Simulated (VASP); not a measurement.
# Be3I (I4/mmm) in VASP: relaxation of cell and atoms with PBE

Aim: the relaxation of cell and atoms of Be3I with PBE.

Program: VASP 6.6.1. These are calculated values, not measurements. Logs are shortened: lines on timing, memory, paths and dates and some standing lists are left out, and cuts for length are marked.

## 1. The cell of the first run

The structure is tetragonal, space group I4/mmm (No. 139). The conventional cell has a = 3.467 Å, b = 3.467 Å, c = 11.300 Å, α = 90.00°, β = 90.00°, γ = 90.00°. Be (site symmetry 4/mmm) has 4 I at 2.45 Å and 12 Be at 3.31 to 3.47 Å within 3.5 Å. Be (site symmetry -4m2) has 12 Be at 2.45 to 3.47 Å and 4 I at 3.31 Å within 3.5 Å. Within 3.5 Å of I (site symmetry 4/mmm) lie 12 Be at 2.45 to 3.31 Å and 4 I at 3.47 Å.

## 2. Relaxation of cell and atoms, PBE

INCAR

```
PREC = Accurate
ENCUT = 600
EDIFF = 1E-6
ISMEAR = 0
SIGMA = 0.1
LREAL = F
LASPH = T
NELM = 100
ALGO = Normal
ISIF = 3
LWAVE = F
LCHARG = F
GGA = PE
IBRION = 2
NSW = 100
EDIFFG = -0.01
```

KPOINTS

```
Automatic mesh
0
Gamma
  18 18 18
```

POSCAR

```
Be3I
1.0
   -1.7336933852      1.7336933852      5.6499242346
    1.7336933852     -1.7336933852      5.6499242346
    1.7336933852      1.7336933852     -5.6499242346
Be I
3 1
Direct
    0.5000000000      0.5000000000      0.0000000000
    0.2500000000      0.7500000000      0.5000000000
    0.7500000000      0.2500000000      0.5000000000
    0.0000000000      0.0000000000      0.0000000000
```

Potentials or basis: VASP PAW PBE potentials, release 64 (Be, I).

Command:

```sh
cat potpaw_PBE.64/Be/POTCAR potpaw_PBE.64/I/POTCAR > POTCAR
mpirun -np 1 vasp_std > vasp.out
```

OUTCAR:

```text
PREC = Accurate
   ENCUT = 600
   EDIFF = 1E-6
   ISMEAR = 0
   LREAL = F
   LASPH = T
   NELM = 100
   ISIF = 3
   GGA = PE
   IBRION = 2
   NSW = 100
   EDIFFG = -0.01

 ion  position               nearest neighbor table
   1  0.500  0.500  0.000-   4 2.45   4 2.45   4 2.45   4 2.45
   2  0.250  0.750  0.500-
   3  0.750  0.250  0.500-
   4  0.000  0.000  0.000-   1 2.45   1 2.45   1 2.45   1 2.45

  LATTYP: Found a body centered tetragonal cell.
 ALAT       =     3.4673867704
 C/A-ratio  =     3.2588947289

  Lattice vectors:

 A1 = (  -1.7336933852,   1.7336933852,   5.6499242346)
 A2 = (   1.7336933852,  -1.7336933852,   5.6499242346)
 A3 = (   1.7336933852,   1.7336933852,  -5.6499242346)

Analysis of symmetry for initial positions (statically):
=====================================================================
 Subroutine PRICEL returns:
 Original cell was already a primitive cell.

 Routine SETGRP: Setting up the symmetry group for a
 body centered tetragonal supercell.

 Subroutine GETGRP returns: Found 16 space group operations
 (whereof 16 operations were pure point group operations)
 out of a pool of 16 trial point group operations.

The static configuration has the point symmetry D_4h.

Analysis of symmetry for dynamics (positions and initial velocities):
=====================================================================
 Subroutine PRICEL returns:
 Original cell was already a primitive cell.

 Routine SETGRP: Setting up the symmetry group for a
 body centered tetragonal supercell.

 Subroutine GETGRP returns: Found 16 space group operations
 (whereof 16 operations were pure point group operations)
 out of a pool of 16 trial point group operations.

The dynamic configuration has the point symmetry D_4h.

 Subroutine INISYM returns: Found 16 space group operations
 (whereof 16 operations are pure point group operations),
 and found     1 'primitive' translations

----------------------------------------------------------------------------------------

                                     Primitive cell

  volume of cell :      67.9277

  direct lattice vectors                    reciprocal lattice vectors
    -1.733693385  1.733693385  5.649924235     0.000000000  0.288401631  0.088496762
     1.733693385 -1.733693385  5.649924235     0.288401631  0.000000000  0.088496762
     1.733693385  1.733693385 -5.649924235     0.288401631  0.288401631  0.000000000

  length of vectors
     6.158979572  6.158979572  6.158979572     0.301673959  0.301673959  0.407861498

  position of ions in fractional coordinates (direct lattice)
     0.500000000  0.500000000  0.000000000
     0.250000000  0.750000000  0.500000000
     0.750000000  0.250000000  0.500000000
     0.000000000  0.000000000  0.000000000

  ion indices of the primitive-cell ions
   primitive index   ion index
                 1           1
                 2           2
                 3           3
                 4           4

----------------------------------------------------------------------------------------

 KPOINTS: Automatic mesh

Automatic generation of k-mesh.
 Grid dimensions read from file:
 generate k-points for:   18   18   18

 Generating k-lattice:

  Cartesian coordinates                     Fractional coordinates (reciprocal lattice)
     0.000000000  0.016022313  0.004916487     0.055555556  0.000000000 -0.000000000
     0.016022313  0.000000000  0.004916487     0.000000000  0.055555556 -0.000000000
     0.016022313  0.016022313  0.000000000     0.000000000  0.000000000  0.055555556

  Length of vectors
     0.016759664  0.016759664  0.022658972

  Shift w.r.t. Gamma in fractional coordinates (k-lattice)
     0.000000000  0.000000000  0.000000000

 Subroutine IBZKPT returns following result:
 ===========================================

 Found    480 irreducible k-points:

 Following reciprocal coordinates:
            Coordinates               Weight
  0.000000  0.000000  0.000000      1.000000
  0.055556  0.000000 -0.000000      8.000000
  0.111111  0.000000 -0.000000      8.000000
  0.166667  0.000000 -0.000000      8.000000
  0.222222  0.000000 -0.000000      8.000000
  0.277778  0.000000 -0.000000      8.000000
[... 16 lines left out ...]
 -0.277778  0.055556 -0.000000     16.000000
 -0.222222  0.055556  0.000000     16.000000
 [... further k-points ...]
   k-points           NKPTS =    480   k-points in BZ     NKDIM =    480   number of bands    NBANDS=     10
   number of dos      NEDOS =    301   number of ions     NIONS =      4
   total plane-waves  NPLWV = 125000
   dimension x,y,z NGX =    50 NGY =   50 NGZ =   50
   dimension x,y,z NGXF=   100 NGYF=  100 NGZF=  100
   ions per type =               3   1
   NGX,Y,Z   is equivalent  to a cutoff of  13.50, 13.50, 13.50 a.u.
   NGXF,Y,Z  is equivalent  to a cutoff of  26.99, 26.99, 26.99 a.u.
 SYSTEM =  unknown system
   PREC   = accura    normal or accurate (medium, high low for compatibility)
   ISTART =      0    job   : 0-new  1-cont  2-samecut
   ICHARG =      2    charge: 1-file 2-atom 10-const
   ISPIN  =      1    spin polarized calculation?
   LNONCOLLINEAR =      F non collinear calculations
   LSORBIT =      F    spin-orbit coupling
   LASPH  =      T    aspherical Exc in radial PAW
   ENCUT  =  600.0 eV  44.10 Ry    6.64 a.u.  12.30 12.30 12.30*2*pi/ulx,y,z
   NELM   =    100;   NELMIN=  2; NELMDL= -5     # of ELM steps
   EDIFF  = 0.1E-05   stopping-criterion for ELM
   LREAL  =      F    real-space projection
   EDIFFG = -.1E-01   stopping-criterion for IOM
   NSW    =    100    number of steps for IOM
   IBRION =      2    ionic relax: 0-MD 1-quasi-New 2-CG
   NFREE  =      1    steps in history (QN), initial steepest desc. (CG)
   ISIF   =      3    stress and relaxation
   ISYM   =      2    0-nonsym 1-usesym 2-fastsym
   POTIM  = 0.5000    time-step for ionic-motion
   TEBEG  =    0.0;   TEEND  =   0.0 temperature during run
   PSTRESS=    0.0 pullay stress
   NELECT =      13.0000    total number of electrons
   NUPDOWN=      -1.0000    fix difference up-down
   EMIN   =  10.00;   EMAX   =-10.00  energy-range for DOS
   EFERMI =   0.00;   METHOD = LEGACY
   ISMEAR =     0;   SIGMA  =   0.10  broadening in eV -4-tet -1-fermi 0-gaus
   EFERMI_NEDOS =   21; number of points for ismear=-14 and -15
   IALGO  =     38    algorithm
   IMIX   =      4    mixing-type and parameters
     AMIX     =   0.40;   BMIX     =  1.00
     AMIX_MAG =   1.60;   BMIX_MAG =  1.00
  volume/ion in A,a.u.               =      16.98       114.60
  Fermi-wavevector in a.u.,A,eV,Ry     =   0.943424  1.782813 12.109848  0.890049
  Thomas-Fermi vector in A             =   2.071130
   LORBIT       =      0    0 simple, 1 ext, 2 COOP (PROOUT), +10 PAW based schemes
   GGA     = PE    functional components
   LHFCALC =     F    Hartree Fock is set to
   AEXX    =    0.0000 exact exchange contribution
   IVDW    =     0    specifies the selected vdW correction
   LEPSILON=     F    determine dielectric tensor
   LRPA    =     F    only Hartree local field effects (RPA)
 conjugate gradient relaxation of ions
 non-spin polarized calculation
 Gauss-broadening in eV      SIGMA  =   0.10
  energy-cutoff  :      600.00
  volume of cell :       67.93
 maximum number of plane-waves:      2287
 NGX is ok and might be reduce to    50
   NGX = 25   NGY = 25   NGZ = 25

--------------------------------------- Ionic step        1  -------------------------------------------

 number of electron      13.0000000 magnetization

 Free energy of the ion-electron system (eV)
  ---------------------------------------------------
  ext. energy  EPLUGINS =         0.00000000
  ---------------------------------------------------
  free energy    TOTEN  =        -8.02555516 eV

  energy without entropy =       -8.01758368  energy(sigma->0) =       -8.02156942

------------------------ aborting loop because EDIFF is reached ----------------------------------------

  FORCE on cell =-STRESS in cart. coord.  units (eV):
  Direction    XX          YY          ZZ          XY          YZ          ZX
  --------------------------------------------------------------------------------------
  -------------------------------------------------------------------------------------
  Total       -0.0540597     -0.0540597      0.0291142      0.0000000      0.0000000      0.0000000
  in kB       -1.2750780     -1.2750780      0.6867015      0.0000000      0.0000000      0.0000000
  external PRESSURE =      -0.6211515 kB  Pullay stress =       0.0000000 kB

 VOLUME and BASIS-vectors are now :
 -----------------------------------------------------------------------------
  energy-cutoff  :      600.00
  volume of cell :       67.93
      direct lattice vectors                 reciprocal lattice vectors
    -1.733693385  1.733693385  5.649924235     0.000000000  0.288401631  0.088496762
     1.733693385 -1.733693385  5.649924235     0.288401631  0.000000000  0.088496762
     1.733693385  1.733693385 -5.649924235     0.288401631  0.288401631  0.000000000
[... 77 lines left out ...]
 POSITION                                       TOTAL-FORCE (eV/Angst)
 -----------------------------------------------------------------------------------
      0.00000      0.00000      5.65297        -0.000000      0.000000     -0.000000
      1.73196      0.00000      2.82648         0.000000     -0.000000      0.000000
      0.00000      1.73196      2.82648        -0.000000      0.000000      0.000000
      0.00000      0.00000     -0.00000        -0.000000      0.000000     -0.000000
 -----------------------------------------------------------------------------------
    total drift:                                0.000000     -0.000000     -0.000000

  FREE ENERGIE OF THE ION-ELECTRON SYSTEM (eV)
  ---------------------------------------------------
  free  energy   TOTEN  =        -8.0256155635 eV

  energy  without entropy=       -8.0176619593  energy(sigma->0) =       -8.02163876

--------------------------------------- Ionic step        4  -------------------------------------------

 number of electron      13.0000000 magnetization

 Free energy of the ion-electron system (eV)
  ---------------------------------------------------
  ext. energy  EPLUGINS =         0.00000000
  ---------------------------------------------------
  free energy    TOTEN  =        -8.02563999 eV

  energy without entropy =       -8.01769290  energy(sigma->0) =       -8.02166645

 E-fermi :   6.2497     XC(G=0):  -9.4249

 val. band max:        6.2449285156   @ k =   0.3889   0.3889  -0.0000
 cond. band min:       6.2506684379   @ k =  -0.3889   0.2778  -0.0000
 fundamental gap:      0.0057399223
 Fermi energy:         6.2496592047

 k-point     1 :       0.0000    0.0000    0.0000
  band No.  band energies     occupation
      1     -10.3096      2.00000
      2      -0.7202      2.00000
      3       0.2099      2.00000
      4       1.7836      2.00000
      5       1.7836      2.00000
      6       6.6820      0.00000
      7       7.6799      0.00000
      8       7.6799      0.00000
      9       8.3197      0.00000
     10       8.4631      0.00000

 k-point     2 :       0.0556    0.0000   -0.0000
  band No.  band energies     occupation
      1     -10.2859      2.00000
      2      -0.7176      2.00000
      3       0.2603      2.00000
      4       1.5708      2.00000
      5       1.8183      2.00000
      6       6.8156      0.00000
      7       7.2796      0.00000
      8       7.7194      0.00000
      9       8.5048      0.00000
     10       8.6314      0.00000
[... 274 lines left out ...]
 k-point    24 :      -0.2222    0.0556    0.0000
  band No.  band energies     occupation
      1      -9.9341      2.00000
      2      -0.7172      2.00000
      3      -0.3223      2.00000
      4       1.1216      2.00000
      5       2.0882      2.00000
      6       4.9977      2.00000
      7       7.7910      0.00000
      8       7.9954      0.00000
      9       8.6112      0.00000
     10      10.0838      0.00000

 [... further k-points ...]

------------------------ aborting loop because EDIFF is reached ----------------------------------------

  FORCE on cell =-STRESS in cart. coord.  units (eV):
  Direction    XX          YY          ZZ          XY          YZ          ZX
  --------------------------------------------------------------------------------------
  -------------------------------------------------------------------------------------
  Total        0.0136729      0.0136729      0.0315574      0.0000000     -0.0000000      0.0000000
  in kB        0.3227910      0.3227910      0.7450079      0.0000000     -0.0000000      0.0000000
  external PRESSURE =       0.4635300 kB  Pullay stress =       0.0000000 kB

 VOLUME and BASIS-vectors are now :
 -----------------------------------------------------------------------------
  energy-cutoff  :      600.00
  volume of cell :       67.87
      direct lattice vectors                 reciprocal lattice vectors
    -1.731824500  1.731824500  5.656954448     0.000000000  0.288712857  0.088386782
     1.731824500 -1.731824500  5.656954448     0.288712857  0.000000000  0.088386782
     1.731824500  1.731824500 -5.656954448     0.288712857  0.288712857  0.000000000

 POSITION                                       TOTAL-FORCE (eV/Angst)
 -----------------------------------------------------------------------------------
      0.00000      0.00000      5.65695         0.000000      0.000000      0.000000
      1.73182      0.00000      2.82848        -0.000000      0.000000      0.000000
      0.00000      1.73182      2.82848         0.000000     -0.000000     -0.000000
      0.00000      0.00000     -0.00000         0.000000      0.000000      0.000000
 -----------------------------------------------------------------------------------
    total drift:                                0.000000     -0.000000     -0.000000

  FREE ENERGIE OF THE ION-ELECTRON SYSTEM (eV)
  ---------------------------------------------------
  free  energy   TOTEN  =        -8.0256399925 eV

  energy  without entropy=       -8.0176929039  energy(sigma->0) =       -8.02166645

 reached required accuracy - stopping structural energy minimisation
```

Wall time 44 min (1 thread of Intel Xeon 8259CL, shared host); peak memory 0.72 GiB.

What came out:

- Free energy: -8.0256 eV
- Relaxed volume: 16.97 Å³/atom
- Relaxed cell: a = 6.164 Å, b = 6.164 Å, c = 6.164 Å, α = 147.37°, β = 147.37°, γ = 46.82°
- Space group after relaxing (to 0.1 Å): I4/mmm (No. 139)
- Energy gained by relaxing: 0.0 meV/atom
- Ionic steps: 4
- Pressure after relaxing: 0.0 GPa
- Band gap on the k mesh: zero (an odd number of electrons rules out a gap without spin polarisation)

Final structure:
```yaml
crystal:
  lattice:
    - [-1.73182, 1.73182, 5.65695]
    - [1.73182, -1.73182, 5.65695]
    - [1.73182, 1.73182, -5.65695]
  atoms:
    - { symbol: Be, position: [0.50000, 0.50000, 0.00000] }
    - { symbol: Be, position: [0.25000, 0.75000, 0.50000] }
    - { symbol: Be, position: [0.75000, 0.25000, 0.50000] }
    - { symbol: I, position: [0.00000, 0.00000, 0.00000] }
```

Levels at points of the mesh, in eV from the Fermi level:
| k point | band 3 | band 4 | band 5 | band 6 | band 7 | band 8 | band 9 | band 10 |
| --- | --- | --- | --- | --- | --- | --- | --- | --- |
| (0.00, 0.00, 0.00) | -6.04 | -4.47 | -4.47 | 0.43 | 1.43 | 1.43 | 2.07 | 2.21 |
| (0.50, 0.00, 0.00) | -5.90 | -4.22 | -2.75 | -2.20 | -0.53 | 1.35 | 1.90 | 3.42 |
| (0.50, 0.50, 0.00) | -8.18 | -4.61 | -3.40 | -1.52 | -1.31 | -1.08 | 0.12 | 0.97 |
| (0.50, 0.50, 0.50) | -4.51 | -4.51 | -2.70 | -1.33 | 0.85 | 1.87 | 1.87 | 2.24 |

Caveat: spin-orbit coupling is left out, which moves the levels of the heavy elements.
